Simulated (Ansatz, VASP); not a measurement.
## BN: VASP beside Ansatz

```
CELL_PARAMETERS angstrom
2.71674 0.00000 0.00000
-1.35837 2.04683 0.00000
0.00000 0.00000 4.11968
ATOMIC_POSITIONS crystal
B 0.66685 0.33371 0.99952
B 0.33315 0.66629 0.49952
N 0.67513 0.35026 0.62548
N 0.32487 0.64974 0.12548
```

Change from the starting cell: strain +e along x and -e along y +0.0700, strain +e along z and -e/2 along x and y -0.0133.

Alike in both runs: functional LDA; k mesh 12 × 12 × 6; occupations gaussian, width 0.05 eV; no spin polarisation.

Ansatz relaxed the structure, and its values are those at the end. VASP's run is a single point on that final structure, the one shown.

```csv
,VASP,Ansatz
version,VASP 6.6.1,Ansatz 0.2.0
potentials or method,"VASP PAW LDA potentials, release 64 (B, N), cutoff 600 eV","scalar-relativistic, plane waves, PAW"
valence electrons in the cell,16,16
```

|  | VASP | Ansatz | Ansatz less VASP |
| --- | --- | --- | --- |
| gap on the k mesh at the Fermi level (eV) | 3.70 | 3.72 | +0.021 |
| least direct gap on the mesh (eV) | 6.72 | 6.73 | +0.008 |
| pressure (GPa) | 5.3 | 4.6 | -0.71 |
| rms of the force components (eV/Å) | 0.011 | 0.003 | -0.0082 |

LDA's correlation is that of Perdew and Zunger in VASP and of Perdew and Wang (1992) in Ansatz. Ansatz's warnings: stress scf threshold loose.
